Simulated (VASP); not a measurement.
# TiAl3 (Pm-3m) in VASP: notebook, part 2 of 2

VASP 6.6.1. Earlier steps stand in the parts before.

### 3 Single point, r2SCAN

File POSCAR:

```
TiAl3
1.0
    3.9556710000      0.0000000000      0.0000000000
    0.0000000000      3.9556710000      0.0000000000
    0.0000000000      0.0000000000      3.9556710000
Ti Al
1 3
Direct
    0.0000000000      0.0000000000      0.0000000000
    0.5000000000      0.5000000000      0.0000000000
    0.5000000000      0.0000000000      0.5000000000
    0.0000000000      0.5000000000      0.5000000000
```

File INCAR.step1:

```
SYSTEM = TiAl3
ALGO     = Normal         ! electronic algorithm
EDIFF    = 1E-4           ! SCF threshold, eV
ENCUT    = 520            ! plane-wave cutoff, eV
GGA      = PE             ! functional
ISMEAR   = 1              ! smearing method
LASPH    = .True.         ! aspherical terms in the spheres
LCHARG   = .False.        ! write CHGCAR
LREAL    = .False.        ! projectors in reciprocal space
LWAVE    = .True.         ! write WAVECAR
NBANDS   = 18             ! bands
NELM     = 60             ! most SCF steps
PREC     = Accurate       ! precision mode
SIGMA    = 0.2            ! smearing width, eV
```

File INCAR.step2:

```
SYSTEM = TiAl3
ALGO     = Normal         ! electronic algorithm
EDIFF    = 1E-7           ! SCF threshold, eV
ENCUT    = 520            ! plane-wave cutoff, eV
ISIF     = 2              ! what is computed and relaxed
ISMEAR   = 1              ! smearing method
ISTART   = 1            
LASPH    = .True.         ! aspherical terms in the spheres
LCHARG   = .True.         ! write CHGCAR
LELF     = .True.         ! ELF
LMIXTAU  = .True.       
LREAL    = .False.        ! projectors in reciprocal space
LVHAR    = .True.       
LWAVE    = .False.        ! write WAVECAR
METAGGA  = R2SCAN         ! meta-GGA
NBANDS   = 18             ! bands
NELM     = 60             ! most SCF steps
PREC     = Accurate       ! precision mode
SIGMA    = 0.2            ! smearing width, eV
```

File KPOINTS:

```
k-points
0
Gamma
  7 7 7
  0 0 0
```

Potentials or basis: VASP PAW PBE potentials, release 64 (Ti_sv, Al).

The run is started by

```console
$ cat potpaw_PBE.64/Ti_sv/POTCAR potpaw_PBE.64/Al/POTCAR > POTCAR
$ cp INCAR.step1 INCAR
$ mpirun -np 1 vasp_std > vasp.out
$ cp INCAR.step2 INCAR
$ mpirun -np 1 vasp_std > vasp.out
```

OUTCAR:

```text
SYSTEM = TiAl3
   EDIFF = 1E-7
   ENCUT = 520
   ISIF = 2
   ISMEAR = 1
   ISTART = 1
   LASPH = .True.
   LREAL = .False.
   METAGGA = R2SCAN
   NELM = 60
   PREC = Accurate

 ion  position               nearest neighbor table
   1  0.000  0.000  0.000-   2 2.80   3 2.80   4 2.80   3 2.80   4 2.80   2 2.80   4 2.80   4 2.80
                             2 2.80   3 2.80   3 2.80   2 2.80
   2  0.500  0.500  0.000-   1 2.80   3 2.80   4 2.80   3 2.80   4 2.80   1 2.80   3 2.80   3 2.80
                             1 2.80   4 2.80   4 2.80   1 2.80
   3  0.500  0.000  0.500-   1 2.80   2 2.80   4 2.80   1 2.80   2 2.80   2 2.80   4 2.80   2 2.80
                             1 2.80   4 2.80   1 2.80   4 2.80
   4  0.000  0.500  0.500-   1 2.80   2 2.80   3 2.80   1 2.80   2 2.80   1 2.80   3 2.80   1 2.80
                             2 2.80   3 2.80   2 2.80   3 2.80

  LATTYP: Found a simple cubic cell.
 ALAT       =     3.9556710000

  Lattice vectors:

 A1 = (   3.9556710000,   0.0000000000,   0.0000000000)
 A2 = (   0.0000000000,   3.9556710000,   0.0000000000)
 A3 = (   0.0000000000,   0.0000000000,   3.9556710000)

Analysis of symmetry for initial positions (statically):
=====================================================================
 Subroutine PRICEL returns:
 Original cell was already a primitive cell.

 Routine SETGRP: Setting up the symmetry group for a
 simple cubic supercell.

 Subroutine GETGRP returns: Found 48 space group operations
 (whereof 48 operations were pure point group operations)
 out of a pool of 48 trial point group operations.

The static configuration has the point symmetry O_h .

Analysis of symmetry for dynamics (positions and initial velocities):
=====================================================================
 Subroutine PRICEL returns:
 Original cell was already a primitive cell.

 Routine SETGRP: Setting up the symmetry group for a
 simple cubic supercell.
[... 123 lines left out ...]
     AMIX     =   0.40;   BMIX     =  1.00
     AMIX_MAG =   1.60;   BMIX_MAG =  1.00
  volume/ion in A,a.u.               =      15.47       104.42
  Fermi-wavevector in a.u.,A,eV,Ry     =   1.141812  2.157711 17.738373  1.303734
  Thomas-Fermi vector in A             =   2.278511
   LORBIT       =      0    0 simple, 1 ext, 2 COOP (PROOUT), +10 PAW based schemes
   METAGGA = R2SCAN    functional components
   LHFCALC =     F    Hartree Fock is set to
   AEXX    =    0.0000 exact exchange contribution
   IVDW    =     0    specifies the selected vdW correction
   LEPSILON=     F    determine dielectric tensor
   LRPA    =     F    only Hartree local field effects (RPA)
 non-spin polarized calculation
 Methfessel and Paxton  Order N= 1 SIGMA  =   0.20
  energy-cutoff  :      520.00
  volume of cell :       61.90
 maximum number of plane-waves:      1743
 NGX is ok and might be reduce to    30
   NGX = 15   NGY = 15   NGZ = 15

 number of electron      20.9999997 magnetization

 Free energy of the ion-electron system (eV)
  ---------------------------------------------------
  ext. energy  EPLUGINS =         0.00000000
  ---------------------------------------------------
  free energy    TOTEN  =       -34.82071903 eV

  energy without entropy =      -34.81657545  energy(sigma->0) =      -34.81933784

 E-fermi :   9.2388     XC(G=0): -11.5906

 val. band max:        9.0847236632   @ k =   0.1429   0.1429   0.0000
 cond. band min:       9.2515153151   @ k =   0.4286   0.2857   0.1429
 fundamental gap:      0.1667916519
 Fermi energy:         9.2388155322

 k-point     1 :       0.0000    0.0000    0.0000
  band No.  band energies     occupation
      1     -50.1628      2.00000
      2     -25.4296      2.00000
      3     -25.4296      2.00000
      4     -25.4296      2.00000
      5      -2.3273      2.00000
      6       5.9591      2.00000
[... 397 lines left out ...]
      5       2.5083      2.00000
      6       3.7368      2.00000
[... 10 lines left out ...]
     17      12.2487     -0.00000
     18      19.6687      0.00000

------------------------ aborting loop because EDIFF is reached ----------------------------------------

  FORCE on cell =-STRESS in cart. coord.  units (eV):
  Direction    XX          YY          ZZ          XY          YZ          ZX
  --------------------------------------------------------------------------------------
  -------------------------------------------------------------------------------------
  Total       -0.0387850     -0.0387850     -0.0387850     -0.0000000     -0.0000000      0.0000000
  in kB       -1.0039554     -1.0039554     -1.0039554     -0.0000000     -0.0000000      0.0000000
  external PRESSURE =      -1.0039554 kB  Pullay stress =       0.0000000 kB

 VOLUME and BASIS-vectors are now :
 -----------------------------------------------------------------------------
  energy-cutoff  :      520.00
  volume of cell :       61.90
      direct lattice vectors                 reciprocal lattice vectors
     3.955671000  0.000000000  0.000000000     0.252801611  0.000000000  0.000000000
     0.000000000  3.955671000  0.000000000     0.000000000  0.252801611  0.000000000
     0.000000000  0.000000000  3.955671000     0.000000000  0.000000000  0.252801611

 POSITION                                       TOTAL-FORCE (eV/Angst)
 -----------------------------------------------------------------------------------
      0.00000      0.00000      0.00000         0.000000      0.000000      0.000000
      1.97784      1.97784      0.00000         0.000000      0.000000      0.000000
      1.97784      0.00000      1.97784         0.000000      0.000000      0.000000
      0.00000      1.97784      1.97784         0.000000      0.000000      0.000000
 -----------------------------------------------------------------------------------
    total drift:                                0.000000     -0.000000      0.000000

  FREE ENERGIE OF THE ION-ELECTRON SYSTEM (eV)
  ---------------------------------------------------
  free  energy   TOTEN  =       -34.8207190331 eV

  energy  without entropy=      -34.8165754521  energy(sigma->0) =      -34.81933784
```

OUTCAR.step1:

```text
SYSTEM = TiAl3
   EDIFF = 1E-4
   ENCUT = 520
   GGA = PE
   ISMEAR = 1
[... 646 lines left out ...]
      0.00000      0.00000      0.00000         0.000000      0.000000      0.000000
      1.97784      1.97784      0.00000         0.000000      0.000000      0.000000
      1.97784      0.00000      1.97784         0.000000      0.000000      0.000000
      0.00000      1.97784      1.97784         0.000000      0.000000      0.000000
 -----------------------------------------------------------------------------------
    total drift:                               -0.000000     -0.000000      0.000000

  FREE ENERGIE OF THE ION-ELECTRON SYSTEM (eV)
  ---------------------------------------------------
  free  energy   TOTEN  =       -20.5439977029 eV

  energy  without entropy=      -20.5365740477  energy(sigma->0) =      -20.54152315
```

Run time: 2.9 min. Hardware: 1 thread of Intel Xeon 6975P-C, shared host; peak memory 0.18 GiB.

What came out:

* Free energy: -34.8207 eV
* Pressure: -0.1 GPa

Caveat: the PAW data sets were made with another functional, which shifts forces and pressure a little.

### 4 Single point, r2SCAN

POSCAR is that of step 3.

File INCAR.step1:

```
PREC = Accurate
ENCUT = 520
ISMEAR = 1
SIGMA = 0.1
LREAL = F
LASPH = T
NELM = 60
NBANDS = 18
GGA = PE
ALGO = Normal
EDIFF = 1E-4
LWAVE = T
LCHARG = F
```

File INCAR.step2:

```
PREC = Accurate
ENCUT = 520
EDIFF = 1E-6
ISMEAR = 1
SIGMA = 0.1
LREAL = F
LASPH = T
NELM = 60
ALGO = Normal
ISIF = 2
LWAVE = F
LCHARG = T
METAGGA = R2SCAN
LMIXTAU = T
LELF = T
LVHAR = T
NBANDS = 18
ISTART = 1
```

File KPOINTS:

```
Automatic mesh
0
Gamma
  7 7 7
```

The run is started by

```console
$ cat potpaw_PBE.64/Ti_sv/POTCAR potpaw_PBE.64/Al/POTCAR > POTCAR
$ cp INCAR.step1 INCAR
$ mpirun -np 1 vasp_std > vasp.out
$ cp INCAR.step2 INCAR
$ mpirun -np 1 vasp_std > vasp.out
```

Wall time 2.5 min (1 thread of Intel Xeon 6975P-C, shared host); peak memory 0.18 GiB.

The run converged. Its results:

| Property | Result |
| --- | --- |
| Free energy | -34.8189 eV |
| Pressure | -0.1 GPa |

Levels at points of the mesh, in eV from the Fermi level:
| k point | band 7 | band 8 | band 9 | band 10 | band 11 | band 12 | band 13 | band 14 |
| --- | --- | --- | --- | --- | --- | --- | --- | --- |
| (0.00, 0.00, 0.00) | -3.31 | -2.49 | -2.49 | -2.49 | 0.03 | 0.03 | 0.03 | 0.56 |

Caveat: the PAW data sets were made with another functional, which shifts forces and pressure a little.

### 5 Single point, r2SCAN

POSCAR is that of step 4.

File INCAR.step1:

```
SYSTEM = TiAl3
ALGO = Normal ; EDIFF = 1E-4
ENCUT = 520 ; GGA = PE
ISMEAR = 1 ; LASPH = .True.
LCHARG = .False. ; LREAL = .False.
LWAVE = .True. ; NBANDS = 18
NELM = 100 ; PREC = Accurate
SIGMA = 0.05
```

File INCAR.step2:

```
SYSTEM = TiAl3
ALGO = Normal ; EDIFF = 1E-7
ENCUT = 520 ; ISIF = 2
ISMEAR = 1 ; ISTART = 1
LASPH = .True. ; LCHARG = .False.
LMIXTAU = .True. ; LREAL = .False.
LWAVE = .False. ; METAGGA = R2SCAN
NBANDS = 18 ; NELM = 100
PREC = Accurate ; SIGMA = 0.05
```

File KPOINTS:

```
k-points
0
Gamma
  7 7 7
  0 0 0
```

The run is started by

```console
$ cat potpaw_PBE.64/Ti_sv/POTCAR potpaw_PBE.64/Al/POTCAR > POTCAR
$ cp INCAR.step1 INCAR
$ mpirun -np 1 vasp_std > vasp.out
$ cp INCAR.step2 INCAR
$ mpirun -np 1 vasp_std > vasp.out
```

It took 2.4 min on 1 thread of Intel Xeon 6975P-C, shared host; peak memory 0.18 GiB.

The run converged. Its results:

```
Free energy : -34.8182 eV
Pressure    : -0.1 GPa
```

Levels at points of the mesh, in eV from the Fermi level:
```csv
k point,band 8,band 9,band 10,band 11,band 12,band 13
"(0.00, 0.00, 0.00)",-2.48,-2.48,-2.48,0.03,0.03,0.03
```

Caveat: the PAW data sets were made with another functional, which shifts forces and pressure a little.

### 6 Summary

```tsv
smearing	gap on the mesh (eV)	pressure (GPa)
methfessel-paxton 0.3 eV	none	-0.1
methfessel-paxton 0.2 eV	none	-0.1
methfessel-paxton 0.1 eV	none	-0.1
methfessel-paxton 0.05 eV	none	-0.1
```

Alike in all rows: task single point; level r2SCAN; potentials or basis VASP PAW PBE potentials, release 64 (Ti_sv, Al); no spin polarisation; cell as given; k mesh 7 × 7 × 7; cutoff (eV) 520.

Every run on the cell as given and a fine mesh finds a metal.

Caveats: the PAW data sets were made with another functional, which shifts forces and pressure a little.

Total energies depend on the potentials used, so only differences within one code and one set of settings carry meaning.
